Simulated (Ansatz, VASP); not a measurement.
MgO: VASP beside Ansatz

```xyz
2
Lattice="0.0000 2.1085 2.1085 2.1085 0.0000 2.1085 2.1085 2.1085 0.0000" Properties=species:S:1:pos:R:3 pbc="T T T"
Mg    0.0000    0.0000    0.0000
O     2.1085    2.1085    2.1085
```

Alike in both runs: task relaxation of cell and atoms; functional r2SCAN; k mesh 16 × 16 × 16; occupations fermi-dirac, width 0.1 eV; no spin polarisation.

|  | VASP | Ansatz |
| --- | --- | --- |
| version | VASP 6.6.1 | Ansatz 0.2.0 |
| potentials or method | VASP PAW PBE potentials, release 64 (Mg, O) | PAW with Ansatz's default frozen-core files, scalar-relativistic |
| plane-wave cutoff (eV) | 600 | 500 |
| valence electrons in the cell | 8 | 16 |

VASP gave:

* gap on the k mesh at the Fermi level, each at its own relaxed structure (eV): 5.75
* relaxed volume (Å³/atom): 9.21
* relaxed cell length with the largest relative difference (Å): 2.965

**Question.** Which values does Ansatz return?

**Answer.** gap on the k mesh at the Fermi level, each at its own relaxed structure (eV): 5.68; relaxed volume (Å³/atom): 9.29; relaxed cell length with the largest relative difference (Å): 2.973.

VASP's potentials were made for PBE, not for r2SCAN. VASP's potentials hold 8 valence electrons a cell and Ansatz's 16, so a difference there can come from the potentials and not from the codes.
